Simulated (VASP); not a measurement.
The system is BaZrO3.

```
Ba Zr O
1.0
     4.60848    0.00000    0.00000
     0.00000    4.60848    0.00000
     0.00000    0.00000    4.60848
Ba Zr O
1 1 3
Direct
  0.00000 0.00000 0.00000
  0.50000 0.50000 0.50000
  0.50000 0.50000 0.00000
  0.50000 0.00000 0.50000
  0.00000 0.50000 0.50000
```

```yaml
Program: VASP 6.6.1
Task: relaxation of cell and atoms
Functional: PBE
Potentials_or_basis: VASP PAW PBE potentials, release 64 (Ba_sv, Zr_sv, O)
Cutoff: 600 eV
k_mesh: 6 × 6 × 6
Occupations: fermi-dirac, width 0.02 eV
Spin: no spin polarisation
```

At the start: pressure -21.6 GPa; volume 19.58 Å³/atom.

Question: Where does the relaxation end?

Answer: Over 5 steps the energy falls by 373.5 meV/atom and the volume is 15.19 Å³/atom (-22.4 %); space group Pm-3m (No. 221, to 0.05 Å).

Step by step:
```
step  energy change (eV)  largest force (eV/Å)  pressure (GPa)  volume (Å³)
   1              0.0000                0.0000          -21.59        97.88
   2             -0.9019                0.0000           32.75        65.07
   3             -1.8668                0.0000           -0.71        76.30
   4             -1.8676                0.0000            0.07        75.90
   5             -1.8676                0.0000           -0.04        75.97
```

Final structure:
```xyz
5
Lattice="4.2353 0.0000 0.0000 0.0000 4.2353 0.0000 0.0000 0.0000 4.2353" Properties=species:S:1:pos:R:3 pbc="T T T"
Ba    4.2353    0.0000    4.2353
Zr    2.1176    2.1176    2.1176
O     2.1176    2.1176    0.0000
O     2.1176    0.0000    2.1176
O     4.2353    2.1176    2.1176
```

Caveat: the volume moved by over 15 % at a fixed basis, so the end points are rough.
